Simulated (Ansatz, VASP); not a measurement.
Given: the input of a run of Ansatz 0.2.0 on W.

input.yaml

```yaml
crystal:
  lattice:
    - [0.0, 2.0025642044, 2.0025642044]
    - [2.0025642044, 0.0, 2.0025642044]
    - [2.0025642044, 2.0025642044, 0.0]
  atoms:
    - { symbol: W, position: [0.0, 0.0, 0.0] }
kpoints:
  mp_grid: { grid: [11, 11, 11] }
scf:
  occupations: { method: fermi_dirac, width: 0.05 }
hamiltonian:
  xc: lda
  pseudopotentials: { kind: all_electron, lapw: { basis_error: 0.001 } }
output:
  forces: true
  stress: true
  eigenvalues: true
```

Potentials or basis: all-electron LAPW, scalar-relativistic.

Run with:

```sh
$ ansatz run input.yaml --threads 1 --pin off --max-ram 3072MiB --backend cpu --events-out ev --progress --plain --runs-dir out
```

**Question.** Translate it to VASP 6.6.1. Potentials there: VASP PAW LDA potentials, release 64 (W_sv).

**Answer.** As run (the cutoff follows the program's own potentials):

Contents of INCAR:

```
SYSTEM = W
PREC = Accurate
ENCUT = 520
EDIFF = 1E-7
ISMEAR = -1
SIGMA = 0.05
LREAL = .False.
LASPH = .True.
NELM = 80
ALGO = Normal
ISIF = 2
LWAVE = .False.
LCHARG = .False.
NBANDS = 13
```

Contents of KPOINTS:

```
Automatic mesh
0
Gamma
  11 11 11
  0 0 0
```

The input POSCAR:

```
W
1.0
    0.0000000000      2.0025642044      2.0025642044
    2.0025642044      0.0000000000      2.0025642044
    2.0025642044      2.0025642044      0.0000000000
W
1
Direct
    0.0000000000      0.0000000000      0.0000000000
```

Potentials or basis: VASP PAW LDA potentials, release 64 (W_sv).

The run is started by

```sh
$ cat potpaw_LDA.64/W_sv/POTCAR > POTCAR
$ mpirun -np 1 vasp_std > vasp.out
```

Both were run:

|  | VASP | Ansatz | Ansatz less VASP |
| --- | --- | --- | --- |
| gap on the k mesh at the Fermi level (eV) | none | none | - |
| pressure (GPa) | -4.9 | -6.6 | -1.65 |

LDA's correlation is that of Perdew and Zunger in VASP and of Perdew and Wang (1992) in Ansatz. A gap of «none» marks a metal or a gap that the smearing closes. Ansatz ran all-electron here, and VASP with PAW potentials.

Neither program's run includes spin-orbit coupling.
